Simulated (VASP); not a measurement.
# MgB2 (P6/mmm) in VASP: further runs, part 2 of 2

VASP 6.6.1. Earlier steps stand in the parts before.

## (3) Vibrations by perturbation theory, LDA

This run uses another cell than the first one, of 9.19 Å³/atom, 1.015 times its volume.

The input, INCAR:

```
PREC = Accurate
ENCUT = 520
EDIFF = 1E-8
ISMEAR = -1
SIGMA = 0.1
LREAL = F
LASPH = T
NELM = 60
ALGO = Normal
ISIF = 2
LWAVE = F
LCHARG = F
IBRION = 8
NSW = 1
```

The input, KPOINTS:

```
Automatic mesh
0
Gamma
  10 10 8
```

The input, POSCAR:

```
MgB2
1.0
    3.0397915898      0.0000000000      0.0000000000
   -1.5198957949      2.6325367389      0.0000000000
    0.0000000000      0.0000000000      3.4441716699
Mg B
1 2
Direct
    0.0000000000      0.0000000000      0.0000000000
    0.3333333333      0.6666666667      0.5000000000
    0.6666666667      0.3333333333      0.5000000000
```

Potentials or basis: VASP PAW LDA potentials, release 64 (Mg, B).

Run with:

```bash
cat potpaw_LDA.64/Mg/POTCAR potpaw_LDA.64/B/POTCAR > POTCAR
mpirun -np 1 vasp_std > vasp.out
```

OUTCAR:

```text
PREC = Accurate
   ENCUT = 520
   EDIFF = 1E-8
   ISMEAR = -1
   LREAL = F
   LASPH = T
   NELM = 60
   ISIF = 2
   IBRION = 8
   NSW = 1

 ion  position               nearest neighbor table
   1  0.000  0.000  0.000-   2 2.46   3 2.46   2 2.46   3 2.46   2 2.46   2 2.46   3 2.46   3 2.46
                             3 2.46   3 2.46   2 2.46   2 2.46
   2  0.333  0.667  0.500-   3 1.76   3 1.76   3 1.76   1 2.46   1 2.46   1 2.46   1 2.46   1 2.46
                             1 2.46
   3  0.667  0.333  0.500-   2 1.76   2 1.76   2 1.76   1 2.46   1 2.46   1 2.46   1 2.46   1 2.46
                             1 2.46

  LATTYP: Found a hexagonal cell.
 ALAT       =     3.0397915898
 C/A-ratio  =     1.1330288831

  Lattice vectors:

 A1 = (   3.0397915898,   0.0000000000,   0.0000000000)
 A2 = (  -1.5198957949,   2.6325367389,   0.0000000000)
 A3 = (   0.0000000000,   0.0000000000,   3.4441716699)

Analysis of symmetry for initial positions (statically):
[... 522 lines left out ...]
  y     3.86546    -3.86546     0.00000     0.00000     0.00000     0.00000
  z     0.00000     0.00000     0.00000     0.00000     0.00000     0.00000

 SECOND DERIVATIVES (NOT SYMMETRIZED)
 ------------------------------------
               1X          1Y          1Z          2X          2Y          2Z          3X          3Y          3Z
  1X    -5.189429    0.000000    0.000000    2.594715    0.000000    0.000000    2.594715    0.000000    0.000000
  1Y     0.000000   -5.189429    0.000000    0.000000    2.594715    0.000000    0.000000    2.594715    0.000000
  1Z     0.000000    0.000000   -7.305148   -0.000000   -0.000000    3.652574    0.000000   -0.000000    3.652574
  2X     2.603611    0.000000    0.000000   -6.898406    0.000000    0.000000    4.294795    0.000000    0.000000
  2Y     0.000000    2.603611    0.000000    0.000000   -6.898406    0.000000    0.000000    4.294795    0.000000
  2Z     0.000000    0.000000    3.653603    0.000000    0.000000  -11.946979    0.000000   -0.000000    8.293377
  3X     2.603611    0.000000    0.000000    4.294795    0.000000    0.000000   -6.898406    0.000000    0.000000
  3Y     0.000000    2.603611    0.000000    0.000000    4.294795    0.000000    0.000000   -6.898406    0.000000
  3Z     0.000000    0.000000    3.653603    0.000000   -0.000000    8.293377    0.000000    0.000000  -11.946979

 Eigenvectors and eigenvalues of the dynamical matrix
 ----------------------------------------------------

   1 f  =   21.390792 THz   134.402309 2PiTHz  713.520013 cm-1    88.465167 meV
             X         Y         Z           dx          dy          dz
      0.000000  0.000000  0.000000    -0.000000    0.000000    0.000000
     -0.000000  1.755024  1.722086    -0.000000    0.000000   -0.707107
      1.519896  0.877512  1.722086     0.000000   -0.000000    0.707107
[... 43 lines left out ...]
   9 f/i=    0.009000 THz     0.056551 2PiTHz    0.300222 cm-1     0.037223 meV
             X         Y         Z           dx          dy          dz
      0.000000  0.000000  0.000000    -0.046011   -0.726598    0.000000
     -0.000000  1.755024  1.722086    -0.030634   -0.483767    0.000000
      1.519896  0.877512  1.722086    -0.030634   -0.483767    0.000000

--------------------------------------------------------------------------------------------------------

 ELASTIC MODULI CONTR FROM IONIC RELAXATION (kBar)
 Direction    XX          YY          ZZ          XY          YZ          ZX
 --------------------------------------------------------------------------------
 XX        -155.1981    155.1981      0.0000     -0.0000     -0.0000      0.0000
 YY         155.1981   -155.1981      0.0000      0.0000      0.0000      0.0000
 ZZ           0.0000      0.0000      0.0000      0.0000      0.0000      0.0000
 XY          -0.0000      0.0000      0.0000   -155.1981      0.0000      0.0000
 YZ          -0.0000      0.0000      0.0000      0.0000     -0.0000      0.0000
 ZX           0.0000      0.0000      0.0000      0.0000      0.0000      0.0000
 --------------------------------------------------------------------------------
```

It took 58 s on 1 thread of Intel Xeon 6975P-C (Granite Rapids), shared host; peak memory 0.28 GiB.

What came out:

* Highest phonon frequency at Γ, LO-TO splitting left out: 714 cm⁻¹

Phonon frequencies in cm⁻¹ (negative: imaginary):
```
              q point                    frequencies
(0.000, 0.000, 0.000)  0 0 0 351 351 417 531 531 714
```

## (4) Vibrations by perturbation theory, LDA (volume scaled by 1.015)

The input, INCAR:

```
SYSTEM = MgB2
PREC = Accurate ; ENCUT = 520
EDIFF = 1E-8 ; ISMEAR = -1
SIGMA = 0.1 ; LREAL = .FALSE.
LASPH = .TRUE. ; NELM = 100
ALGO = Normal ; ISIF = 2
LWAVE = .FALSE. ; LCHARG = .FALSE.
IBRION = 8 ; NSW = 1
```

The input, KPOINTS:

```
Automatic mesh
0
G
  10 10 8
  0 0 0
```

The input, POSCAR:

```
MgB2
1.0
    3.0549151799      0.0000000000      0.0000000000
   -1.5274575900      2.6456341522      0.0000000000
    0.0000000000      0.0000000000      3.4613071344
Mg B
1 2
Direct
    0.0000000000      0.0000000000      0.0000000000
    0.3333333333      0.6666666667      0.5000000000
    0.6666666667      0.3333333333      0.5000000000
```

Potentials or basis: VASP PAW LDA potentials, release 64 (Mg, B).

Run with:

```bash
cat potpaw_LDA.64/Mg/POTCAR potpaw_LDA.64/B/POTCAR > POTCAR
mpirun -np 1 vasp_std > vasp.out
```

OUTCAR:

```text
SYSTEM = MgB2
   PREC = Accurate
   ENCUT = 520
   EDIFF = 1E-8
   ISMEAR = -1
   LREAL = .FALSE.
   LASPH = .TRUE.
   NELM = 100
   ISIF = 2
   IBRION = 8
   NSW = 1

 ion  position               nearest neighbor table
   1  0.000  0.000  0.000-   2 2.47   3 2.47   2 2.47   3 2.47   3 2.47   3 2.47   2 2.47   2 2.47
                             3 2.47   3 2.47   2 2.47   2 2.47
   2  0.333  0.667  0.500-   3 1.76   3 1.76   3 1.76   1 2.47   1 2.47   1 2.47   1 2.47   1 2.47
                             1 2.47
   3  0.667  0.333  0.500-   2 1.76   2 1.76   2 1.76   1 2.47   1 2.47   1 2.47   1 2.47   1 2.47
                             1 2.47

  LATTYP: Found a hexagonal cell.
 ALAT       =     3.0549151799
 C/A-ratio  =     1.1330288831

  Lattice vectors:

 A1 = (   3.0549151799,   0.0000000000,   0.0000000000)
 A2 = (  -1.5274575900,   2.6456341522,   0.0000000000)
[... 524 lines left out ...]
  x    -0.00000     0.00000    -0.00000     3.37304     0.00000     0.00000
  y     3.37304    -3.37304     0.00000     0.00000     0.00000     0.00000
  z     0.00000     0.00000     0.00000     0.00000     0.00000     0.00000

 SECOND DERIVATIVES (NOT SYMMETRIZED)
 ------------------------------------
               1X          1Y          1Z          2X          2Y          2Z          3X          3Y          3Z
  1X    -4.953715    0.000000    0.000000    2.476858   -0.000000    0.000000    2.476858   -0.000000    0.000000
  1Y     0.000000   -4.953715    0.000000   -0.000000    2.476858    0.000000   -0.000000    2.476858    0.000000
  1Z     0.000000   -0.000000   -6.885923    0.000000    0.000000    3.442962    0.000000   -0.000000    3.442962
  2X     2.485056   -0.000000    0.000000   -6.450036    0.000000    0.000000    3.964980   -0.000000    0.000000
  2Y    -0.000000    2.485056    0.000000    0.000000   -6.450036    0.000000   -0.000000    3.964980    0.000000
  2Z     0.000000    0.000000    3.442542   -0.000000    0.000000  -11.674618   -0.000000    0.000000    8.232076
  3X     2.485056   -0.000000    0.000000    3.964980   -0.000000    0.000000   -6.450036    0.000000    0.000000
  3Y    -0.000000    2.485056    0.000000   -0.000000    3.964980    0.000000    0.000000   -6.450036    0.000000
  3Z     0.000000    0.000000    3.442542   -0.000000    0.000000    8.232076   -0.000000    0.000000  -11.674618

 Eigenvectors and eigenvalues of the dynamical matrix
 ----------------------------------------------------

   1 f  =   21.213746 THz   133.289897 2PiTHz  707.614398 cm-1    87.732964 meV
             X         Y         Z           dx          dy          dz
      0.000000  0.000000  0.000000    -0.000000    0.000000   -0.000000
     -0.000000  1.763756  1.730654    -0.000000    0.000000   -0.707107
      1.527458  0.881878  1.730654     0.000000   -0.000000    0.707107
[... 43 lines left out ...]
   9 f/i=    0.008490 THz     0.053344 2PiTHz    0.283193 cm-1     0.035111 meV
             X         Y         Z           dx          dy          dz
      0.000000  0.000000  0.000000    -0.571894    0.450522    0.000000
     -0.000000  1.763756  1.730654    -0.380788    0.299974    0.000000
      1.527458  0.881878  1.730654    -0.380788    0.299974    0.000000

--------------------------------------------------------------------------------------------------------

 ELASTIC MODULI CONTR FROM IONIC RELAXATION (kBar)
 Direction    XX          YY          ZZ          XY          YZ          ZX
 --------------------------------------------------------------------------------
 XX        -125.1284    125.1284     -0.0000      0.0000      0.0000      0.0000
 YY         125.1284   -125.1284      0.0000      0.0000      0.0000     -0.0000
 ZZ          -0.0000      0.0000     -0.0000      0.0000      0.0000      0.0000
 XY           0.0000      0.0000      0.0000   -125.1284      0.0000     -0.0000
 YZ           0.0000      0.0000      0.0000      0.0000      0.0000      0.0000
 ZX           0.0000     -0.0000      0.0000     -0.0000      0.0000     -0.0000
 --------------------------------------------------------------------------------
```

OSZICAR:

```text
N       E                     dE             d eps       ncg     rms          rms(c)
DAV:   1     0.397838931397E+01    0.39784E+01   -0.39807E+03  1176   0.846E+02
DAV:   2    -0.188946183740E+02   -0.22873E+02   -0.21750E+02  1600   0.111E+02
DAV:   3    -0.191744174106E+02   -0.27980E+00   -0.27960E+00  1328   0.151E+01
DAV:   4    -0.191748633247E+02   -0.44591E-03   -0.44591E-03  1800   0.573E-01
[... 59 lines left out ...]
RMM:   5    -0.422655963459E-01    0.19580E-05   -0.45992E-06  2515   0.157E-02    0.200E-03
RMM:   6    -0.422727134386E-01   -0.71171E-05   -0.29224E-07  2547   0.314E-03    0.876E-04
RMM:   7    -0.422651792721E-01    0.75342E-05   -0.79691E-08  2390   0.967E-04    0.356E-05
RMM:   8    -0.422655119537E-01   -0.33268E-06   -0.62872E-08  2656   0.169E-04    0.190E-05
RMM:   9    -0.422655200809E-01   -0.81272E-08   -0.68280E-08  2622   0.903E-05    0.157E-06
 Linear response finished
```

It took 56 s on 1 thread of Intel Xeon 6975P-C (Granite Rapids), shared host; peak memory 0.28 GiB.

Results:

* Highest phonon frequency at Γ, LO-TO splitting left out: 708 cm⁻¹

Phonon frequencies in cm⁻¹ (negative: imaginary):
```csv
q point,frequencies
"(0.000, 0.000, 0.000)",0 0 0 343 343 405 512 512 708
```

Caveat: the cell differs from its parent crystal (volume scaled by 1.015); the cell wasn't relaxed at this level first, which shifts response properties.
